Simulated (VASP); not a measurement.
# LiCd (Fd-3m) in VASP: further runs

LiCd is run at these levels: LDA; tasks: single point.

Everything below comes from runs of VASP 6.6.1. Logs are shortened: lines on timing, memory, paths and dates and some standing lists are left out, and cuts for length are marked.

### 1 The cell of the first run

It takes space group Fd-3m (No. 227, cubic). The conventional cell has a = 6.665 Å, b = 6.665 Å, c = 6.665 Å, α = 90.00°, β = 90.00°, γ = 90.00°. Li (site symmetry -43m) has 10 Cd at 2.89 to 3.33 Å and 4 Li at 2.89 Å within 3.8 Å. Within 3.8 Å of Cd (site symmetry -43m) lie 10 Li at 2.89 to 3.33 Å and 4 Cd at 2.89 Å.

### 2 Single point, LDA

File INCAR:

```
ALGO = Normal
EDIFF = 1E-6
ENCUT = 750
GGA = CA
GGA_COMPAT = False
ISIF = 2
ISMEAR = -1
LASPH = True
LCHARG = False
LREAL = False
LWAVE = False
NBANDS = 23
NELM = 120
PREC = Accurate
SIGMA = 0.15
```

File KPOINTS:

```
k-points
0
Gamma
  6 6 6
```

File POSCAR:

```
LiCd
1.0
    0.0000000000      3.3324203900      3.3324203900
    3.3324203900      0.0000000000      3.3324203900
    3.3324203900      3.3324203900      0.0000000000
Li Cd
2 2
Direct
    0.7500000000      0.7500000000      0.7500000000
    0.5000000000      0.5000000000      0.5000000000
    0.2500000000      0.2500000000      0.2500000000
    1.0000000000      1.0000000000      1.0000000000
```

Potentials or basis: VASP PAW LDA potentials, release 64 (Li_sv, Cd).

Run with:

```
$ cat potpaw_LDA.64/Li_sv/POTCAR potpaw_LDA.64/Cd/POTCAR > POTCAR
$ mpirun -np 1 vasp_std > vasp.out
```

OUTCAR:

```text
EDIFF = 1E-6
   ENCUT = 750
   GGA = CA
   ISIF = 2
   ISMEAR = -1
   LASPH = True
   LREAL = False
   NELM = 120
   PREC = Accurate

 ion  position               nearest neighbor table
   1  0.750  0.750  0.750-   4 2.89   4 2.89   4 2.89   4 2.89
   2  0.500  0.500  0.500-   3 2.89   3 2.89   3 2.89   3 2.89
   3  0.250  0.250  0.250-   2 2.89   4 2.89   4 2.89   4 2.89   4 2.89   2 2.89   2 2.89   2 2.89

   4  0.000  0.000  0.000-   1 2.89   3 2.89   1 2.89   1 2.89   1 2.89   3 2.89   3 2.89   3 2.89

  LATTYP: Found a face centered cubic cell.
 ALAT       =     6.6648407800

  Lattice vectors:

 A1 = (   0.0000000000,   3.3324203900,   3.3324203900)
 A2 = (   3.3324203900,   0.0000000000,   3.3324203900)
 A3 = (   3.3324203900,   3.3324203900,   0.0000000000)

Analysis of symmetry for initial positions (statically):
=====================================================================
 Subroutine PRICEL returns:
 Original cell was already a primitive cell.

 Routine SETGRP: Setting up the symmetry group for a
 face centered cubic supercell.

 Subroutine GETGRP returns: Found 48 space group operations
 (whereof 24 operations were pure point group operations)
 out of a pool of 48 trial point group operations.

The static configuration has the point symmetry T_d .
 The point group associated with its full space group is O_h .

Analysis of symmetry for dynamics (positions and initial velocities):
=====================================================================
 Subroutine PRICEL returns:
 Original cell was already a primitive cell.

 Routine SETGRP: Setting up the symmetry group for a
 face centered cubic supercell.

 Subroutine GETGRP returns: Found 48 space group operations
 (whereof 24 operations were pure point group operations)
 out of a pool of 48 trial point group operations.

The dynamic configuration has the point symmetry T_d .
 The point group associated with its full space group is O_h .

 Subroutine INISYM returns: Found 48 space group operations
 (whereof 24 operations are pure point group operations),
 and found     1 'primitive' translations

----------------------------------------------------------------------------------------

                                     Primitive cell

  volume of cell :      74.0132

  direct lattice vectors                    reciprocal lattice vectors
     0.000000000  3.332420390  3.332420390    -0.150041094  0.150041094  0.150041094
     3.332420390  0.000000000  3.332420390     0.150041094 -0.150041094  0.150041094
     3.332420390  3.332420390  0.000000000     0.150041094  0.150041094 -0.150041094

  length of vectors
     4.712754111  4.712754111  4.712754111     0.259878798  0.259878798  0.259878798

  position of ions in fractional coordinates (direct lattice)
     0.750000000  0.750000000  0.750000000
     0.500000000  0.500000000  0.500000000
     0.250000000  0.250000000  0.250000000
     0.000000000  0.000000000  0.000000000

  ion indices of the primitive-cell ions
   primitive index   ion index
                 1           1
                 2           2
                 3           3
                 4           4

----------------------------------------------------------------------------------------

 KPOINTS: k-points

Automatic generation of k-mesh.
 Grid dimensions read from file:
 generate k-points for:    6    6    6

 Generating k-lattice:

  Cartesian coordinates                     Fractional coordinates (reciprocal lattice)
    -0.025006849  0.025006849  0.025006849     0.166666667  0.000000000  0.000000000
     0.025006849 -0.025006849  0.025006849     0.000000000  0.166666667  0.000000000
     0.025006849  0.025006849 -0.025006849     0.000000000  0.000000000  0.166666667

  Length of vectors
     0.043313133  0.043313133  0.043313133

  Shift w.r.t. Gamma in fractional coordinates (k-lattice)
     0.000000000  0.000000000  0.000000000

 Subroutine IBZKPT returns following result:
 ===========================================

 Found     16 irreducible k-points:

 Following reciprocal coordinates:
            Coordinates               Weight
  0.000000  0.000000  0.000000      1.000000
  0.166667  0.000000  0.000000      8.000000
  0.333333  0.000000  0.000000      8.000000
  0.500000  0.000000  0.000000      4.000000
  0.166667  0.166667  0.000000      6.000000
  0.333333  0.166667  0.000000     24.000000
[... 8 lines left out ...]
 -0.333333  0.333333  0.166667     24.000000
 -0.333333  0.500000  0.166667     12.000000
   k-points           NKPTS =     16   k-points in BZ     NKDIM =     16   number of bands    NBANDS=     23
   number of dos      NEDOS =    301   number of ions     NIONS =      4
   total plane-waves  NPLWV =  74088
   dimension x,y,z NGX =    42 NGY =   42 NGZ =   42
   dimension x,y,z NGXF=    84 NGYF=   84 NGZF=   84
   ions per type =               2   2
   NGX,Y,Z   is equivalent  to a cutoff of  14.82, 14.82, 14.82 a.u.
   NGXF,Y,Z  is equivalent  to a cutoff of  29.63, 29.63, 29.63 a.u.
 SYSTEM =  unknown system
   PREC   = accura    normal or accurate (medium, high low for compatibility)
   ISTART =      0    job   : 0-new  1-cont  2-samecut
   ICHARG =      2    charge: 1-file 2-atom 10-const
   ISPIN  =      1    spin polarized calculation?
   LNONCOLLINEAR =      F non collinear calculations
   LSORBIT =      F    spin-orbit coupling
   LASPH  =      T    aspherical Exc in radial PAW
   ENCUT  =  750.0 eV  55.12 Ry    7.42 a.u.  10.52 10.52 10.52*2*pi/ulx,y,z
   NELM   =    120;   NELMIN=  2; NELMDL= -5     # of ELM steps
   EDIFF  = 0.1E-05   stopping-criterion for ELM
   LREAL  =      F    real-space projection
   EDIFFG = 0.1E-04   stopping-criterion for IOM
   NSW    =      0    number of steps for IOM
   IBRION =     -1    ionic relax: 0-MD 1-quasi-New 2-CG
   NFREE  =      0    steps in history (QN), initial steepest desc. (CG)
   ISIF   =      2    stress and relaxation
   ISYM   =      2    0-nonsym 1-usesym 2-fastsym
   POTIM  = 0.5000    time-step for ionic-motion
   TEBEG  =    0.0;   TEEND  =   0.0 temperature during run
   PSTRESS=    0.0 pullay stress
   NELECT =      30.0000    total number of electrons
   NUPDOWN=      -1.0000    fix difference up-down
   EMIN   =  10.00;   EMAX   =-10.00  energy-range for DOS
   EFERMI =   0.00;   METHOD = LEGACY
   ISMEAR =    -1;   SIGMA  =   0.15  broadening in eV -4-tet -1-fermi 0-gaus
   EFERMI_NEDOS =   21; number of points for ismear=-14 and -15
   IALGO  =     38    algorithm
   IMIX   =      4    mixing-type and parameters
     AMIX     =   0.40;   BMIX     =  1.00
     AMIX_MAG =   1.60;   BMIX_MAG =  1.00
  volume/ion in A,a.u.               =      18.50       124.87
  Fermi-wavevector in a.u.,A,eV,Ry     =   1.211562  2.289519 19.971737  1.467881
  Thomas-Fermi vector in A             =   2.347073
   LORBIT       =      0    0 simple, 1 ext, 2 COOP (PROOUT), +10 PAW based schemes
   GGA     = CA    functional components
   LHFCALC =     F    Hartree Fock is set to
   AEXX    =    0.0000 exact exchange contribution
   IVDW    =     0    specifies the selected vdW correction
   LEPSILON=     F    determine dielectric tensor
   LRPA    =     F    only Hartree local field effects (RPA)
 non-spin polarized calculation
  energy-cutoff  :      750.00
  volume of cell :       74.01
 maximum number of plane-waves:      3482
   NGX = 21   NGY = 21   NGZ = 21

 number of electron      30.0000004 magnetization

 Free energy of the ion-electron system (eV)
  ---------------------------------------------------
  ext. energy  EPLUGINS =         0.00000000
  ---------------------------------------------------
  free energy    TOTEN  =        -8.33017435 eV

  energy without entropy =       -8.22283191  energy(sigma->0) =       -8.27650313

 E-fermi :   1.9442     XC(G=0):  -9.8894

 val. band max:        1.9045190388   @ k =   0.5000   0.1667   0.0000
 cond. band min:       1.9510967422   @ k =  -0.1667   0.1667   0.0000
 fundamental gap:      0.0465777035
 Fermi energy:         1.9442432151

 k-point     1 :       0.0000    0.0000    0.0000
  band No.  band energies     occupation
      1     -43.4629      2.00000
      2     -43.4371      2.00000
      3      -7.0556      2.00000
      4      -7.0556      2.00000
      5      -7.0556      2.00000
      6      -7.0151      2.00000
[... 15 lines left out ...]
     22       7.1060      0.00000
     23       7.1060      0.00000

 k-point     2 :       0.1667    0.0000    0.0000
  band No.  band energies     occupation
      1     -43.4616      2.00000
      2     -43.4384      2.00000
      3      -7.1123      2.00000
      4      -7.1123      2.00000
      5      -7.0455      2.00000
      6      -6.9345      2.00000
[... 15 lines left out ...]
     22       7.1890      0.00000
     23       8.5129      0.00000

 k-point     3 :       0.3333    0.0000    0.0000
  band No.  band energies     occupation
      1     -43.4585      2.00000
      2     -43.4414      2.00000
      3      -7.1232      2.00000
      4      -7.1232      2.00000
      5      -7.0334      2.00000
      6      -6.9006      2.00000
[... 15 lines left out ...]
     22       8.8514      0.00000
     23      10.1227      0.00000
[... 287 lines left out ...]
 k-point    15 :      -0.3333    0.3333    0.1667
  band No.  band energies     occupation
      1     -43.4531      2.00000
      2     -43.4467      2.00000
      3      -7.2039      2.00000
      4      -7.1760      2.00000
      5      -6.9384      2.00000
      6      -6.7813      2.00000
[... 15 lines left out ...]
     22       9.9807      0.00000
     23      12.0032      0.00000

 k-point    16 :      -0.3333    0.5000    0.1667
  band No.  band energies     occupation
      1     -43.4499      2.00000
      2     -43.4499      2.00000
      3      -7.1891      2.00000
      4      -7.1891      2.00000
      5      -6.8959      2.00000
      6      -6.8959      2.00000
[... 15 lines left out ...]
     22      11.3852      0.00000
     23      12.3800      0.00000

------------------------ aborting loop because EDIFF is reached ----------------------------------------

  FORCE on cell =-STRESS in cart. coord.  units (eV):
  Direction    XX          YY          ZZ          XY          YZ          ZX
  --------------------------------------------------------------------------------------
  -------------------------------------------------------------------------------------
  Total       -1.4160017     -1.4160017     -1.4160017     -0.0000000      0.0000000     -0.0000000
  in kB      -30.6524366    -30.6524366    -30.6524366     -0.0000000      0.0000000     -0.0000000
  external PRESSURE =     -30.6524366 kB  Pullay stress =       0.0000000 kB

 VOLUME and BASIS-vectors are now :
 -----------------------------------------------------------------------------
  energy-cutoff  :      750.00
  volume of cell :       74.01
      direct lattice vectors                 reciprocal lattice vectors
     0.000000000  3.332420390  3.332420390    -0.150041094  0.150041094  0.150041094
     3.332420390  0.000000000  3.332420390     0.150041094 -0.150041094  0.150041094
     3.332420390  3.332420390  0.000000000     0.150041094  0.150041094 -0.150041094

 POSITION                                       TOTAL-FORCE (eV/Angst)
 -----------------------------------------------------------------------------------
      4.99863      4.99863      4.99863        -0.000000      0.000000     -0.000000
      3.33242      3.33242      3.33242         0.000000      0.000000      0.000000
      1.66621      1.66621      1.66621         0.000000     -0.000000     -0.000000
      0.00000      0.00000      0.00000        -0.000000      0.000000      0.000000
 -----------------------------------------------------------------------------------
    total drift:                               -0.000000     -0.000000      0.000000

  FREE ENERGIE OF THE ION-ELECTRON SYSTEM (eV)
  ---------------------------------------------------
  free  energy   TOTEN  =        -8.3301743455 eV

  energy  without entropy=       -8.2228319109  energy(sigma->0) =       -8.27650313
```

It took 20 s on 1 thread of Intel Xeon 6975P-C (Granite Rapids), shared host; peak memory 0.22 GiB.

What came out:

* Free energy: -8.3302 eV
* Pressure: -3.1 GPa
* Band gap on the k mesh: zero (bands 15 and 16 overlap by 4.64 eV)

Caveat: the cell stands under tension.

### 3 Single point, LDA

File INCAR:

```
SYSTEM = LiCd
  ALGO = Normal
  EDIFF = 1E-6
  ENCUT = 750
  GGA_COMPAT = .False.
  ISIF = 2
  ISMEAR = -1
  LASPH = .True.
  LCHARG = .True.
  LELF = .True.
  LREAL = .False.
  LVHAR = .True.
  LWAVE = .False.
  NBANDS = 23
  NELM = 120
  PREC = Accurate
  SIGMA = 0.15
```

File KPOINTS:

```
k-points
0
Gamma
  6 6 6
  0 0 0
```

POSCAR is that of step 2.

Potentials or basis: VASP PAW LDA potentials, release 64 (Li_sv, Cd).

Run with:

```
$ cat potpaw_LDA.64/Li_sv/POTCAR potpaw_LDA.64/Cd/POTCAR > POTCAR
$ mpirun -np 1 vasp_std > vasp.out
```

OUTCAR:

```text
SYSTEM = LiCd
   EDIFF = 1E-6
   ENCUT = 750
   ISIF = 2
   ISMEAR = -1
   LASPH = .True.
   LREAL = .False.
   NELM = 120
   PREC = Accurate

 ion  position               nearest neighbor table
   1  0.750  0.750  0.750-   4 2.89   4 2.89   4 2.89   4 2.89
   2  0.500  0.500  0.500-   3 2.89   3 2.89   3 2.89   3 2.89
   3  0.250  0.250  0.250-   2 2.89   4 2.89   4 2.89   4 2.89   4 2.89   2 2.89   2 2.89   2 2.89

   4  0.000  0.000  0.000-   1 2.89   3 2.89   1 2.89   1 2.89   1 2.89   3 2.89   3 2.89   3 2.89

  LATTYP: Found a face centered cubic cell.
 ALAT       =     6.6648407800

  Lattice vectors:

 A1 = (   0.0000000000,   3.3324203900,   3.3324203900)
 A2 = (   3.3324203900,   0.0000000000,   3.3324203900)
 A3 = (   3.3324203900,   3.3324203900,   0.0000000000)

Analysis of symmetry for initial positions (statically):
=====================================================================
 Subroutine PRICEL returns:
 Original cell was already a primitive cell.

 Routine SETGRP: Setting up the symmetry group for a
 face centered cubic supercell.

 Subroutine GETGRP returns: Found 48 space group operations
 (whereof 24 operations were pure point group operations)
 out of a pool of 48 trial point group operations.

The static configuration has the point symmetry T_d .
 The point group associated with its full space group is O_h .

Analysis of symmetry for dynamics (positions and initial velocities):
=====================================================================
 Subroutine PRICEL returns:
 Original cell was already a primitive cell.

 Routine SETGRP: Setting up the symmetry group for a
 face centered cubic supercell.

 Subroutine GETGRP returns: Found 48 space group operations
 (whereof 24 operations were pure point group operations)
 out of a pool of 48 trial point group operations.

The dynamic configuration has the point symmetry T_d .
 The point group associated with its full space group is O_h .

[... 110 lines left out ...]
   IALGO  =     38    algorithm
   IMIX   =      4    mixing-type and parameters
     AMIX     =   0.40;   BMIX     =  1.00
     AMIX_MAG =   1.60;   BMIX_MAG =  1.00
  volume/ion in A,a.u.               =      18.50       124.87
  Fermi-wavevector in a.u.,A,eV,Ry     =   1.211562  2.289519 19.971737  1.467881
  Thomas-Fermi vector in A             =   2.347073
   LORBIT       =      0    0 simple, 1 ext, 2 COOP (PROOUT), +10 PAW based schemes
   GGA     = CA    functional components
   LHFCALC =     F    Hartree Fock is set to
   AEXX    =    0.0000 exact exchange contribution
   IVDW    =     0    specifies the selected vdW correction
   LEPSILON=     F    determine dielectric tensor
   LRPA    =     F    only Hartree local field effects (RPA)
 non-spin polarized calculation
  energy-cutoff  :      750.00
  volume of cell :       74.01
 maximum number of plane-waves:      3482
   NGX = 21   NGY = 21   NGZ = 21

 number of electron      30.0000004 magnetization

 Free energy of the ion-electron system (eV)
  ---------------------------------------------------
  ext. energy  EPLUGINS =         0.00000000
  ---------------------------------------------------
  free energy    TOTEN  =        -8.33017435 eV

  energy without entropy =       -8.22283191  energy(sigma->0) =       -8.27650313

 E-fermi :   1.9442     XC(G=0):  -9.8894

 val. band max:        1.9045190388   @ k =   0.5000   0.1667   0.0000
 cond. band min:       1.9510967422   @ k =  -0.1667   0.1667   0.0000
 fundamental gap:      0.0465777035
 Fermi energy:         1.9442432151

 k-point     1 :       0.0000    0.0000    0.0000
  band No.  band energies     occupation
      1     -43.4629      2.00000
      2     -43.4371      2.00000
      3      -7.0556      2.00000
      4      -7.0556      2.00000
      5      -7.0556      2.00000
      6      -7.0151      2.00000
[... 405 lines left out ...]
     22      11.3852      0.00000
     23      12.3800      0.00000

------------------------ aborting loop because EDIFF is reached ----------------------------------------

  FORCE on cell =-STRESS in cart. coord.  units (eV):
  Direction    XX          YY          ZZ          XY          YZ          ZX
  --------------------------------------------------------------------------------------
  -------------------------------------------------------------------------------------
  Total       -1.4160017     -1.4160017     -1.4160017     -0.0000000      0.0000000     -0.0000000
  in kB      -30.6524366    -30.6524366    -30.6524366     -0.0000000      0.0000000     -0.0000000
  external PRESSURE =     -30.6524366 kB  Pullay stress =       0.0000000 kB

 VOLUME and BASIS-vectors are now :
 -----------------------------------------------------------------------------
  energy-cutoff  :      750.00
  volume of cell :       74.01
      direct lattice vectors                 reciprocal lattice vectors
     0.000000000  3.332420390  3.332420390    -0.150041094  0.150041094  0.150041094
     3.332420390  0.000000000  3.332420390     0.150041094 -0.150041094  0.150041094
     3.332420390  3.332420390  0.000000000     0.150041094  0.150041094 -0.150041094

 POSITION                                       TOTAL-FORCE (eV/Angst)
 -----------------------------------------------------------------------------------
      4.99863      4.99863      4.99863        -0.000000      0.000000     -0.000000
      3.33242      3.33242      3.33242         0.000000      0.000000      0.000000
      1.66621      1.66621      1.66621         0.000000     -0.000000     -0.000000
      0.00000      0.00000      0.00000        -0.000000      0.000000      0.000000
 -----------------------------------------------------------------------------------
    total drift:                               -0.000000     -0.000000      0.000000

  FREE ENERGIE OF THE ION-ELECTRON SYSTEM (eV)
  ---------------------------------------------------
  free  energy   TOTEN  =        -8.3301743455 eV

  energy  without entropy=       -8.2228319109  energy(sigma->0) =       -8.27650313
```

It took 20 s on 1 thread of Intel Xeon 6975P-C (Granite Rapids), shared host; peak memory 0.22 GiB.

What came out:

```yaml
Free_energy: -8.3302 eV
Pressure: -3.1 GPa
Band_gap_on_the_k_mesh: zero (bands 15 and 16 overlap by 4.64 eV)
```

Levels at points of the mesh, in eV from the Fermi level:
```tsv
k point	band 13	band 14	band 15	band 16	band 17	band 18
(0.00, 0.00, 0.00)	-7.12	3.33	3.33	3.33	3.37	3.37
(0.50, 0.00, 0.00)	-5.13	-3.52	1.65	1.65	2.94	2.94
(0.50, 0.50, 0.00)	-3.80	-3.80	-0.89	-0.89	2.44	2.44
```

Caveat: the cell stands under tension.
